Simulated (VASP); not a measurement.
# Si (R-3m) in VASP: further runs, part 2 of 2

VASP 6.6.1.

## 4. Single point, PBE

This run uses another cell than the first one: it holds 12 atoms, not 2.

Input file INCAR:

```
PREC = Accurate
ENCUT = 520
EDIFF = 1E-6
ISMEAR = 0
SIGMA = 0.1
LREAL = F
LASPH = T
NELM = 100
ALGO = Normal
ISIF = 2
LWAVE = F
LCHARG = F
GGA = PE
NBANDS = 36
```

Input file KPOINTS:

```
regular mesh
0
Gamma
  3 3 3
```

Input file POSCAR:

```
Si
1.0
    3.5194798818      2.0319726572      6.0021285994
   -3.5194798818      2.0319726572      6.0021285994
    0.0000000000     -4.0639453143      6.0021285994
Si
12
Direct
    0.0101900000      0.6536100000      0.0101900000
    0.0101900000      0.0101900000      0.6536100000
    0.6536100000      0.0101900000      0.0101900000
    0.9898100000      0.3463900000      0.9898100000
    0.3463900000      0.9898100000      0.9898100000
    0.9898100000      0.9898100000      0.3463900000
    0.2211800000      0.6306000000      0.2211800000
    0.2211800000      0.2211800000      0.6306000000
    0.6306000000      0.2211800000      0.2211800000
    0.7788200000      0.3694000000      0.7788200000
    0.3694000000      0.7788200000      0.7788200000
    0.7788200000      0.7788200000      0.3694000000
```

Potentials or basis: VASP PAW PBE potentials, release 64 (Si).

On the command line:

```bash
$ cat potpaw_PBE.64/Si/POTCAR > POTCAR
$ mpirun -np 1 vasp_std > vasp.out
```

OUTCAR:

```text
PREC = Accurate
   ENCUT = 520
   EDIFF = 1E-6
   ISMEAR = 0
   LREAL = F
   LASPH = T
   NELM = 100
   ISIF = 2
   GGA = PE

 ion  position               nearest neighbor table
   1  0.010  0.654  0.010-   4 2.39   3 2.51   2 2.51   7 2.58  12 2.59  11 2.59
   2  0.010  0.010  0.654-   6 2.39   3 2.51   1 2.51   8 2.58  10 2.59  11 2.59
   3  0.654  0.010  0.010-   5 2.39   1 2.51   2 2.51   9 2.58  12 2.59  10 2.59
   4  0.990  0.346  0.990-   1 2.39   5 2.51   6 2.51  10 2.58   8 2.59   9 2.59
   5  0.346  0.990  0.990-   3 2.39   4 2.51   6 2.51  11 2.58   8 2.59   7 2.59
[... 446 lines left out ...]
 -----------------------------------------------------------------------------
  energy-cutoff  :      520.00
  volume of cell :      257.54
      direct lattice vectors                 reciprocal lattice vectors
     3.519479882  2.031972657  6.002128599     0.142066446  0.082022101  0.055535853
    -3.519479882  2.031972657  6.002128599    -0.142066446  0.082022101  0.055535853
     0.000000000 -4.063945314  6.002128599     0.000000000 -0.164044202  0.055535853

 POSITION                                       TOTAL-FORCE (eV/Angst)
 -----------------------------------------------------------------------------------
     -2.26450      1.30741      4.04537        -0.013528      0.007811      0.005221
      0.00000     -2.61482      4.04537         0.000000     -0.015621      0.005221
      2.26450      1.30741      4.04537         0.013528      0.007811      0.005221
      2.26450     -1.30741     13.96101         0.013528     -0.007811     -0.005221
     -2.26450     -1.30741     13.96101        -0.013528     -0.007811     -0.005221
      0.00000      2.61482     13.96101         0.000000      0.015621     -0.005221
     -1.44095      0.83193      6.44004         0.454706     -0.262525     -0.001615
      0.00000     -1.66386      6.44004         0.000000      0.525049     -0.001615
      1.44095      0.83193      6.44004        -0.454706     -0.262525     -0.001615
      1.44095     -0.83193     11.56634        -0.454706      0.262525      0.001615
     -1.44095     -0.83193     11.56634         0.454706      0.262525      0.001615
      0.00000      1.66386     11.56634         0.000000     -0.525049      0.001615
 -----------------------------------------------------------------------------------
    total drift:                               -0.000000      0.000000      0.000000

  FREE ENERGIE OF THE ION-ELECTRON SYSTEM (eV)
  ---------------------------------------------------
  free  energy   TOTEN  =       -56.8621829585 eV

  energy  without entropy=      -56.8105625249  energy(sigma->0) =      -56.83637274
```

OSZICAR:

```text
N       E                     dE             d eps       ncg     rms          rms(c)
DAV:   1     0.113261408881E+03    0.11326E+03   -0.17783E+04   432   0.109E+03
DAV:   2    -0.475782973068E+02   -0.16084E+03   -0.15029E+03   504   0.162E+02
DAV:   3    -0.573848054638E+02   -0.98065E+01   -0.92461E+01   592   0.345E+01
DAV:   4    -0.576815428744E+02   -0.29674E+00   -0.29349E+00   560   0.664E+00
DAV:   5    -0.576903405460E+02   -0.87977E-02   -0.87895E-02   588   0.114E+00    0.948E+00
DAV:   6    -0.570142366333E+02    0.67610E+00   -0.10944E+00   492   0.343E+00    0.551E+00
DAV:   7    -0.568671656015E+02    0.14707E+00   -0.46202E-01   556   0.218E+00    0.137E+00
DAV:   8    -0.568598997030E+02    0.72659E-02   -0.68029E-02   520   0.100E+00    0.388E-01
DAV:   9    -0.568607336236E+02   -0.83392E-03   -0.56808E-03   544   0.288E-01    0.266E-01
DAV:  10    -0.568617475990E+02   -0.10140E-02   -0.10112E-03   488   0.119E-01    0.757E-02
DAV:  11    -0.568621123836E+02   -0.36478E-03   -0.48175E-04   516   0.781E-02    0.214E-02
DAV:  12    -0.568621555362E+02   -0.43153E-04   -0.52188E-05   544   0.252E-02    0.124E-02
DAV:  13    -0.568621809800E+02   -0.25444E-04   -0.39551E-05   484   0.198E-02    0.755E-03
DAV:  14    -0.568621825212E+02   -0.15412E-05   -0.18610E-06   468   0.491E-03    0.184E-03
DAV:  15    -0.568621829585E+02   -0.43723E-06   -0.85227E-07   372   0.330E-03
   1 F= -.56862183E+02 E0= -.56836373E+02  d E =-.516204E-01
```

Wall time 40 s (1 thread of Intel Xeon 6975P-C (Granite Rapids), shared host); peak memory 0.36 GiB.

What came out:

* Free energy: -56.8622 eV
* Pressure: -1.7 GPa
* Largest force: 0.525 eV/Å
* Band gap on the k mesh: zero (band 24 reaches 5.99 eV, above the bottom of band 25 at 5.51 eV)

Forces in eV/Å, atoms in the order of the input:
```
Si  -0.014  0.008  0.005
Si   0.000 -0.016  0.005
Si   0.014  0.008  0.005
Si   0.014 -0.008 -0.005
Si  -0.014 -0.008 -0.005
Si   0.000  0.016 -0.005
Si   0.455 -0.263 -0.002
Si   0.000  0.525 -0.002
Si  -0.455 -0.263 -0.002
Si  -0.455  0.263  0.002
Si   0.455  0.263  0.002
Si   0.000 -0.525  0.002
```

Stress tensor (GPa, compression positive):
```
-3.20  0.00  0.00
 0.00 -3.20  0.00
 0.00  0.00  1.41
```

Caveat: the k points lie up to 0.36 Å⁻¹ apart.

## 5. Relaxation of cell and atoms, PBE

This run uses another cell than the first one: it holds 12 atoms, not 2.

Input file INCAR:

```
SYSTEM = Si
PREC     = Accurate       ! precision mode
ENCUT    = 600            ! plane-wave cutoff, eV
EDIFF    = 1E-6           ! SCF threshold, eV
ISMEAR   = 0              ! smearing method
SIGMA    = 0.1            ! smearing width, eV
LREAL    = .False.        ! projectors in reciprocal space
LASPH    = .True.         ! aspherical terms in the spheres
NELM     = 60             ! most SCF steps
ALGO     = Normal         ! electronic algorithm
ISIF     = 3              ! what is computed and relaxed
LWAVE    = .False.        ! write WAVECAR
LCHARG   = .False.        ! write CHGCAR
GGA      = PE             ! functional
IBRION   = 2              ! ionic algorithm
NSW      = 90             ! ionic steps
EDIFFG   = -0.04          ! ionic threshold
```

Input file KPOINTS:

```
regular mesh
0
Gamma
  3 3 3
  0 0 0
```

POSCAR is that of step 4.

Potentials or basis: VASP PAW PBE potentials, release 64 (Si).

On the command line:

```bash
$ cat potpaw_PBE.64/Si/POTCAR > POTCAR
$ mpirun -np 1 vasp_std > vasp.out
```

OUTCAR:

```text
SYSTEM = Si
   PREC = Accurate
   ENCUT = 600
   EDIFF = 1E-6
   ISMEAR = 0
   LREAL = .False.
   LASPH = .True.
   NELM = 60
   ISIF = 3
   GGA = PE
   IBRION = 2
   NSW = 90
   EDIFFG = -0.04

 ion  position               nearest neighbor table
   1  0.010  0.654  0.010-   4 2.39   3 2.51   2 2.51   7 2.58  12 2.59  11 2.59
   2  0.010  0.010  0.654-   6 2.39   3 2.51   1 2.51   8 2.58  10 2.59  11 2.59
   3  0.654  0.010  0.010-   5 2.39   1 2.51   2 2.51   9 2.58  12 2.59  10 2.59
   4  0.990  0.346  0.990-   1 2.39   5 2.51   6 2.51  10 2.58   8 2.59   9 2.59
   5  0.346  0.990  0.990-   3 2.39   4 2.51   6 2.51  11 2.58   8 2.59   7 2.59
   6  0.990  0.990  0.346-   2 2.39   4 2.51   5 2.51  12 2.58   9 2.59   7 2.59
   7  0.221  0.631  0.221-  11 2.55  12 2.55   1 2.58   6 2.59   5 2.59   9 2.88   8 2.88
   8  0.221  0.221  0.631-  10 2.55  11 2.55   2 2.58   4 2.59   5 2.59   7 2.88   9 2.88
   9  0.631  0.221  0.221-  10 2.55  12 2.55   3 2.58   6 2.59   4 2.59   7 2.88   8 2.88
  10  0.779  0.369  0.779-   9 2.55   8 2.55   4 2.58   2 2.59   3 2.59  11 2.88  12 2.88
  11  0.369  0.779  0.779-   7 2.55   8 2.55   5 2.58   2 2.59   1 2.59  10 2.88  12 2.88
  12  0.779  0.779  0.369-   7 2.55   9 2.55   6 2.58   3 2.59   1 2.59  10 2.88  11 2.88

  LATTYP: Found a trigonal (rhomboedric) cell.
 ALAT       =     7.2485308333
 COS(alpha) =     0.5284942553

  Lattice vectors:

 A1 = (   3.5194798818,   2.0319726572,   6.0021285994)
 A2 = (  -3.5194798818,   2.0319726572,   6.0021285994)
 A3 = (   0.0000000000,  -4.0639453143,   6.0021285994)

Analysis of symmetry for initial positions (statically):
=====================================================================
 Subroutine PRICEL returns:
 Original cell was already a primitive cell.

 Routine SETGRP: Setting up the symmetry group for a
 trigonal (rhombohedral) supercell.

 Subroutine GETGRP returns: Found 12 space group operations
 (whereof 12 operations were pure point group operations)
 out of a pool of 12 trial point group operations.

The static configuration has the point symmetry D_3d.

Analysis of symmetry for dynamics (positions and initial velocities):
=====================================================================
[... 137 lines left out ...]
   LHFCALC =     F    Hartree Fock is set to
   AEXX    =    0.0000 exact exchange contribution
   IVDW    =     0    specifies the selected vdW correction
   LEPSILON=     F    determine dielectric tensor
   LRPA    =     F    only Hartree local field effects (RPA)
 conjugate gradient relaxation of ions
 non-spin polarized calculation
 Gauss-broadening in eV      SIGMA  =   0.10
  energy-cutoff  :      600.00
  volume of cell :      257.54
 maximum number of plane-waves:      8645
 NGX is ok and might be reduce to    60

--------------------------------------- Ionic step        1  -------------------------------------------

 number of electron      48.0000000 magnetization

 Free energy of the ion-electron system (eV)
  ---------------------------------------------------
  ext. energy  EPLUGINS =         0.00000000
  ---------------------------------------------------
  free energy    TOTEN  =       -56.86287748 eV

  energy without entropy =      -56.81125721  energy(sigma->0) =      -56.83706734

------------------------ aborting loop because EDIFF is reached ----------------------------------------

  FORCE on cell =-STRESS in cart. coord.  units (eV):
  Direction    XX          YY          ZZ          XY          YZ          ZX
  --------------------------------------------------------------------------------------
  -------------------------------------------------------------------------------------
  Total       -5.1286311     -5.1286311      2.2742448      0.0000000      0.0000000      0.0000000
  in kB      -31.9050296    -31.9050296     14.1479952      0.0000000      0.0000000      0.0000000
  external PRESSURE =     -16.5540213 kB  Pullay stress =       0.0000000 kB
[... 119 lines left out ...]
  FREE ENERGIE OF THE ION-ELECTRON SYSTEM (eV)
  ---------------------------------------------------
  free  energy   TOTEN  =       -57.2833113310 eV

  energy  without entropy=      -57.2446694931  energy(sigma->0) =      -57.26399041

[... ionic steps 4 to 16 ...]

--------------------------------------- Ionic step       17  -------------------------------------------

 number of electron      48.0000000 magnetization

------------------------ aborting loop because EDIFF is reached ----------------------------------------
[... 87 lines left out ...]
--------------------------------------- Ionic step       19  -------------------------------------------

 number of electron      48.0000001 magnetization

 Free energy of the ion-electron system (eV)
  ---------------------------------------------------
  ext. energy  EPLUGINS =         0.00000000
  ---------------------------------------------------
  free energy    TOTEN  =       -58.02138989 eV

  energy without entropy =      -58.00796195  energy(sigma->0) =      -58.01467592

 E-fermi :   6.6471     XC(G=0):  -9.6040

 val. band max:        6.6458130714   @ k =  -0.3333   0.3333   0.3333
 cond. band min:       6.8180883493   @ k =   0.0000   0.0000   0.0000
 fundamental gap:      0.1722752780
 Fermi energy:         6.6471051736

 k-point     1 :       0.0000    0.0000    0.0000
  band No.  band energies     occupation
      1      -6.6126      2.00000
      2      -4.0430      2.00000
      3      -3.0134      2.00000
      4      -2.8895      2.00000
      5      -2.8895      2.00000
      6      -1.8483      2.00000
[... 232 lines left out ...]
  FREE ENERGIE OF THE ION-ELECTRON SYSTEM (eV)
  ---------------------------------------------------
  free  energy   TOTEN  =       -58.0213898922 eV

  energy  without entropy=      -58.0079619550  energy(sigma->0) =      -58.01467592

 reached required accuracy - stopping structural energy minimisation
```

Run time: 8.4 min. Hardware: 1 thread of Intel Xeon 6975P-C (Granite Rapids), shared host; peak memory 0.51 GiB.

What came out:

```yaml
Free_energy: -58.0214 eV
Relaxed_volume: 19.41 Å³/atom
Relaxed_cell: a = 7.305 Å, b = 7.305 Å, c = 7.305 Å, α = 53.39°, β = 53.39°, γ = 53.39°
Space_group_after_relaxing_to_0.05_Å: R-3m (No. 166)
Energy_gained_by_relaxing: 96.5 meV/atom
Ionic_steps: 19
Pressure_after_relaxing: 0.1 GPa
Largest_force_after_relaxing: 0.030 eV/Å
Band_gap_on_the_k_mesh: zero (band 24 reaches 6.95 eV, above the bottom of band 25 at 6.36 eV)
```

Forces on the atoms (eV/Å):
```
Si   0.025 -0.014 -0.009
Si   0.000  0.029 -0.009
Si  -0.025 -0.014 -0.009
Si  -0.025  0.014  0.009
Si   0.025  0.014  0.009
Si   0.000 -0.029  0.009
Si  -0.001  0.001  0.012
Si   0.000 -0.002  0.012
Si   0.001  0.001  0.012
Si   0.001 -0.001 -0.012
Si  -0.001 -0.001 -0.012
Si   0.000  0.002 -0.012
```

The path:
| step | energy change (eV) | largest force (eV/Å) | pressure (GPa) | volume (Å³) |
| --- | --- | --- | --- | --- |
| 1 | 0.0000 | 0.5246 | -1.66 | 257.54 |
| 2 | -0.2652 | 0.5239 | -0.51 | 249.29 |
| 3 | -0.4204 | 0.9291 | 1.57 | 238.59 |
| 4 | -0.5811 | 0.7995 | 1.20 | 237.40 |
| 5 | -0.6755 | 0.7509 | 1.40 | 233.85 |
| 6 | -0.7182 | 0.6479 | 1.13 | 235.34 |
| 7 | -0.7203 | 0.6327 | 1.15 | 235.09 |
| 8 | -0.8187 | 0.4100 | -0.06 | 237.67 |
| 9 | -0.8683 | 0.3758 | -1.42 | 241.09 |
| 10 | -0.9617 | 0.3638 | -0.93 | 238.30 |
| 11 | -1.0619 | 0.4393 | 1.03 | 230.08 |
| 12 | -1.0704 | 0.3846 | 0.41 | 232.23 |
| 13 | -1.1211 | 0.2232 | 0.25 | 231.85 |
| 14 | -1.1386 | 0.1639 | 0.18 | 231.46 |
| 15 | -1.1477 | 0.0948 | -0.12 | 232.40 |
| 16 | -1.1482 | 0.1065 | -0.21 | 232.68 |
| 17 | -1.1539 | 0.0688 | 0.10 | 232.01 |
| 18 | -1.1554 | 0.0414 | 0.34 | 231.51 |
| 19 | -1.1585 | 0.0303 | 0.07 | 232.93 |

Final structure:
```
CELL_PARAMETERS angstrom
3.28136 1.89450 6.24504
-3.28136 1.89450 6.24504
0.00000 -3.78899 6.24504
ATOMIC_POSITIONS crystal
Si 0.02414 0.63394 0.02414
Si 0.02414 0.02414 0.63394
Si 0.63394 0.02414 0.02414
Si 0.97586 0.36606 0.97586
Si 0.36606 0.97586 0.97586
Si 0.97586 0.97586 0.36606
Si 0.24123 0.61861 0.24123
Si 0.24123 0.24123 0.61861
Si 0.61861 0.24123 0.24123
Si 0.75877 0.38139 0.75877
Si 0.38139 0.75877 0.75877
Si 0.75877 0.75877 0.38139
```

Levels at points of the mesh, in eV from the Fermi level:
| k point | band 22 | band 23 | band 24 | band 25 | band 26 | band 27 |
| --- | --- | --- | --- | --- | --- | --- |
| (0.00, 0.00, 0.00) | 0.17 | 0.31 | 0.31 | 0.65 | 0.65 | 1.55 |

Caveat: the k points lie up to 0.39 Å⁻¹ apart in the final cell.

## 6. The runs side by side

```tsv
task	cell	k mesh	cutoff (eV)	gap on the mesh (eV)	pressure (GPa)	largest force (eV/Å)
single point	a = 3.681 Å, angles 56.3°, 2 atoms	6 × 6 × 6	500	none	-0.1	-
single point	a = 4.090 Å, angles 54.5°, 2 atoms	6 × 6 × 6	500	none	-10.7	0.27
single point	a = 7.249 Å, angles 58.1°, 12 atoms	3 × 3 × 3	520	none	-1.7	0.53
relaxation of cell and atoms	relaxed from a = 7.249 Å, angles 58.1°, 12 atoms	3 × 3 × 3	600	none	0.1	0.03
```

Alike in all rows: level PBE; potentials or basis VASP PAW PBE potentials, release 64 (Si); no spin polarisation; smearing gaussian 0.1 eV.

Caveats: some runs use coarse meshes.

Absolute energies hang on the potentials; compare differences alone.
